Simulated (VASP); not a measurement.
# Ga (Cmce) in VASP: notebook

The runs below take Ga through single point, relaxation of shape and atoms at fixed volume, with PBE.

Everything below comes from runs of VASP 6.6.1. Logs are shortened: lines on timing, memory, paths and dates and some standing lists are left out, and cuts for length are marked.

## Step 1: The cell of the first run

The structure is orthorhombic, space group Cmce (No. 64). Conventional cell: a = 4.587 Å, b = 7.741 Å, c = 4.579 Å, α = 90.00°, β = 90.00°, γ = 90.00°. Ga (site symmetry m) has 7 Ga at 2.54 to 2.82 Å within 3.3 Å.

## Step 2: Single point, PBE

INCAR reads:

```
PREC = Accurate
ENCUT = 520
EDIFF = 1E-6
ISMEAR = 0
SIGMA = 0.05
LREAL = False
LASPH = True
NELM = 60
ALGO = Fast
ISIF = 2
LWAVE = False
LCHARG = True
GGA = PE
LELF = True
LVHAR = True
NBANDS = 34
```

KPOINTS reads:

```
regular mesh
0
Gamma
  10 10 10
```

POSCAR reads:

```
Ga
1.0
    2.2933073961     -3.8705122860      0.0000000000
    2.2933073961      3.8705122860      0.0000000000
    0.0000000000      0.0000000000      4.5790781307
Ga
4
Direct
    0.8435821433      0.1564178567      0.0823639114
    0.6564178567      0.3435821433      0.5823639114
    0.1564178567      0.8435821433      0.9176360886
    0.3435821433      0.6564178567      0.4176360886
```

Potentials or basis: VASP PAW PBE potentials, release 64 (Ga_d).

Started as:

```
$ cat potpaw_PBE.64/Ga_d/POTCAR > POTCAR
$ mpirun -np 1 vasp_std > vasp.out
```

OUTCAR:

```text
PREC = Accurate
   ENCUT = 520
   EDIFF = 1E-6
   ISMEAR = 0
   LREAL = False
   LASPH = True
   NELM = 60
   ISIF = 2
   GGA = PE

 ion  position               nearest neighbor table
   1  0.844  0.156  0.082-   3 2.54   2 2.71   2 2.71   4 2.76   4 2.76   3 2.82   3 2.82
   2  0.656  0.344  0.582-   4 2.54   1 2.71   1 2.71   3 2.76   3 2.76   4 2.82   4 2.82
   3  0.156  0.844  0.918-   1 2.54   4 2.71   4 2.71   2 2.76   2 2.76   1 2.82   1 2.82
   4  0.344  0.656  0.418-   2 2.54   3 2.71   3 2.71   1 2.76   1 2.76   2 2.82   2 2.82

  LATTYP: Found a base centered orthorhombic cell.
 ALAT       =     4.5866147922
 B/A-ratio  =     1.6877424686
 C/A-ratio  =     0.9983568139

  Lattice vectors:

 A1 = (   2.2933073961,  -3.8705122860,   0.0000000000)
 A2 = (   2.2933073961,   3.8705122860,   0.0000000000)
 A3 = (   0.0000000000,   0.0000000000,   4.5790781307)

Analysis of symmetry for initial positions (statically):
=====================================================================
 Subroutine PRICEL returns:
 Original cell was already a primitive cell.

 Routine SETGRP: Setting up the symmetry group for a
 base centered orthorhombic supercell.

 Subroutine GETGRP returns: Found  8 space group operations
 (whereof  4 operations were pure point group operations)
 out of a pool of  8 trial point group operations.

The static configuration has the point symmetry C_2h.
 The point group associated with its full space group is D_2h.

Analysis of symmetry for dynamics (positions and initial velocities):
=====================================================================
 Subroutine PRICEL returns:
 Original cell was already a primitive cell.

 Routine SETGRP: Setting up the symmetry group for a
 base centered orthorhombic supercell.

 Subroutine GETGRP returns: Found  8 space group operations
 (whereof  4 operations were pure point group operations)
 out of a pool of  8 trial point group operations.

The dynamic configuration has the point symmetry C_2h.
 The point group associated with its full space group is D_2h.

 Subroutine INISYM returns: Found  8 space group operations
 (whereof  4 operations are pure point group operations),
 and found     1 'primitive' translations

----------------------------------------------------------------------------------------

                                     Primitive cell
[... 88 lines left out ...]
   ICHARG =      2    charge: 1-file 2-atom 10-const
   ISPIN  =      1    spin polarized calculation?
   LNONCOLLINEAR =      F non collinear calculations
   LSORBIT =      F    spin-orbit coupling
   LASPH  =      T    aspherical Exc in radial PAW
   ENCUT  =  520.0 eV  38.22 Ry    6.18 a.u.   8.36  8.36  8.51*2*pi/ulx,y,z
   NELM   =     60;   NELMIN=  2; NELMDL= -5     # of ELM steps
   EDIFF  = 0.1E-05   stopping-criterion for ELM
   LREAL  =      F    real-space projection
   EDIFFG = 0.1E-04   stopping-criterion for IOM
   NSW    =      0    number of steps for IOM
   IBRION =     -1    ionic relax: 0-MD 1-quasi-New 2-CG
   NFREE  =      0    steps in history (QN), initial steepest desc. (CG)
   ISIF   =      2    stress and relaxation
   ISYM   =      2    0-nonsym 1-usesym 2-fastsym
   POTIM  = 0.5000    time-step for ionic-motion
   TEBEG  =    0.0;   TEEND  =   0.0 temperature during run
   PSTRESS=    0.0 pullay stress
   NELECT =      52.0000    total number of electrons
   NUPDOWN=      -1.0000    fix difference up-down
   EMIN   =  10.00;   EMAX   =-10.00  energy-range for DOS
   EFERMI =   0.00;   METHOD = LEGACY
   ISMEAR =     0;   SIGMA  =   0.05  broadening in eV -4-tet -1-fermi 0-gaus
   EFERMI_NEDOS =   21; number of points for ismear=-14 and -15
   IALGO  =     68    algorithm
   IMIX   =      4    mixing-type and parameters
     AMIX     =   0.40;   BMIX     =  1.00
     AMIX_MAG =   1.60;   BMIX_MAG =  1.00
  volume/ion in A,a.u.               =      20.32       137.14
  Fermi-wavevector in a.u.,A,eV,Ry     =   1.410576  2.665601 27.071831  1.989723
  Thomas-Fermi vector in A             =   2.532515
   LORBIT       =      0    0 simple, 1 ext, 2 COOP (PROOUT), +10 PAW based schemes
   GGA     = PE    functional components
   LHFCALC =     F    Hartree Fock is set to
   AEXX    =    0.0000 exact exchange contribution
   IVDW    =     0    specifies the selected vdW correction
   LEPSILON=     F    determine dielectric tensor
   LRPA    =     F    only Hartree local field effects (RPA)
 non-spin polarized calculation
 RMM-DIIS sequential band-by-band and
 Gauss-broadening in eV      SIGMA  =   0.05
  energy-cutoff  :      520.00
  volume of cell :       81.29
 maximum number of plane-waves:      2219
 NGX is ok and might be reduce to    36
   NGX = 17   NGY = 17   NGZ = 17

 number of electron      52.0000015 magnetization

 Free energy of the ion-electron system (eV)
  ---------------------------------------------------
  ext. energy  EPLUGINS =         0.00000000
  ---------------------------------------------------
  free energy    TOTEN  =       -11.62851717 eV

  energy without entropy =      -11.62716295  energy(sigma->0) =      -11.62784006

 E-fermi :   4.6585     XC(G=0): -10.4665

 val. band max:        4.6458245596   @ k =   0.2000   0.2000   0.1000
 cond. band min:       4.6609983750   @ k =   0.0000   0.0000   0.4000
 fundamental gap:      0.0151738154
 Fermi energy:         4.6584732936

 k-point     1 :       0.0000    0.0000    0.0000
  band No.  band energies     occupation
      1     -10.3807      2.00000
      2     -10.3747      2.00000
      3     -10.3462      2.00000
      4     -10.3303      2.00000
      5     -10.3104      2.00000
      6     -10.2906      2.00000
[... 877 lines left out ...]
     33      13.4740      0.00000
     34      13.7246      0.00000

 [... further k-points ...]
[... 5 lines left out ...]
  --------------------------------------------------------------------------------------
  -------------------------------------------------------------------------------------
  Total        0.0601792      0.0662517      0.0533125      0.0000000      0.0000000      0.0000000
  in kB        1.1860923      1.3057769      1.0507543      0.0000000      0.0000000      0.0000000
  external PRESSURE =       1.1808745 kB  Pullay stress =       0.0000000 kB

 VOLUME and BASIS-vectors are now :
 -----------------------------------------------------------------------------
  energy-cutoff  :      520.00
  volume of cell :       81.29
      direct lattice vectors                 reciprocal lattice vectors
     2.293307396 -3.870512286  0.000000000     0.218025722 -0.129181866  0.000000000
     2.293307396  3.870512286  0.000000000     0.218025722  0.129181866  0.000000000
     0.000000000  0.000000000  4.579078131     0.000000000  0.000000000  0.218384568

 POSITION                                       TOTAL-FORCE (eV/Angst)
 -----------------------------------------------------------------------------------
      2.29331     -2.65968      0.37715         0.000000     -0.001169     -0.000963
      2.29331     -1.21083      2.66669         0.000000      0.001169     -0.000963
      2.29331      2.65968      4.20193         0.000000      0.001169      0.000963
      2.29331      1.21083      1.91239         0.000000     -0.001169      0.000963
 -----------------------------------------------------------------------------------
    total drift:                               -0.000000     -0.000000     -0.000000

  FREE ENERGIE OF THE ION-ELECTRON SYSTEM (eV)
  ---------------------------------------------------
  free  energy   TOTEN  =       -11.6285171717 eV

  energy  without entropy=      -11.6271629482  energy(sigma->0) =      -11.62784006
```

OSZICAR:

```text
N       E                     dE             d eps       ncg     rms          rms(c)
DAV:   1     0.360943740773E+03    0.36094E+03   -0.25555E+04 12938   0.286E+03
DAV:   2     0.330979240692E+02   -0.32785E+03   -0.31950E+03 13032   0.536E+02
DAV:   3    -0.102908587831E+02   -0.43389E+02   -0.42851E+02 14346   0.151E+02
DAV:   4    -0.116841340737E+02   -0.13933E+01   -0.13837E+01 14752   0.301E+01
DAV:   5    -0.117133359828E+02   -0.29202E-01   -0.29184E-01 15904   0.452E+00    0.238E+00
RMM:   6    -0.116418500150E+02    0.71486E-01   -0.18393E-01 15894   0.429E+00    0.131E+00
RMM:   7    -0.116291797681E+02    0.12670E-01   -0.60073E-02 17022   0.222E+00    0.310E-01
RMM:   8    -0.116281535301E+02    0.10262E-02   -0.87282E-03 16844   0.848E-01    0.404E-02
RMM:   9    -0.116284742481E+02   -0.32072E-03   -0.25691E-03 20465   0.392E-01    0.254E-02
RMM:  10    -0.116285070709E+02   -0.32823E-04   -0.34006E-04 17367   0.173E-01    0.962E-03
RMM:  11    -0.116285143164E+02   -0.72455E-05   -0.12221E-04 18563   0.939E-02    0.483E-03
RMM:  12    -0.116285159295E+02   -0.16131E-05   -0.39886E-05 18223   0.514E-02    0.145E-03
RMM:  13    -0.116285171857E+02   -0.12562E-05   -0.12803E-05 14608   0.287E-02    0.203E-03
RMM:  14    -0.116285171717E+02    0.13979E-07   -0.37633E-06 11092   0.175E-02
   1 F= -.11628517E+02 E0= -.11627840E+02  d E =-.135422E-02
```

Wall time 3.2 min (1 thread of Intel Xeon 6975P-C (Granite Rapids), shared host); peak memory 0.47 GiB.

What came out:

```yaml
Free_energy: -11.6285 eV
Pressure: 0.1 GPa
Band_gap_on_the_k_mesh: zero (bands 26 and 27 overlap by 1.31 eV)
```

Levels at points of the mesh, in eV from the Fermi level:
| k point | band 23 | band 24 | band 25 | band 26 | band 27 | band 28 | band 29 | band 30 |
| --- | --- | --- | --- | --- | --- | --- | --- | --- |
| (0.00, 0.00, 0.00) | -3.58 | -1.85 | -1.61 | -0.59 | 0.94 | 0.96 | 1.18 | 4.89 |
| (0.50, 0.00, 0.00) | -3.35 | -3.35 | -1.22 | -1.22 | 0.78 | 0.78 | 4.05 | 4.05 |
| (0.50, 0.50, 0.00) | -4.16 | -3.09 | -1.72 | -1.40 | 1.17 | 1.35 | 3.18 | 3.75 |
| (0.00, 0.00, 0.50) | -0.33 | -0.33 | 0.07 | 0.07 | 0.14 | 0.14 | 2.08 | 2.08 |
| (0.50, 0.00, 0.50) | -6.05 | -6.05 | -1.38 | -1.38 | 0.58 | 0.58 | 6.96 | 6.96 |
| (0.50, 0.50, 0.50) | -5.16 | -5.16 | -1.15 | -1.15 | -0.91 | -0.91 | 6.52 | 6.52 |

(Continued in part 2 of 2.)

The gap in the log of VASP goes by the Fermi energy; the results here count the filled bands.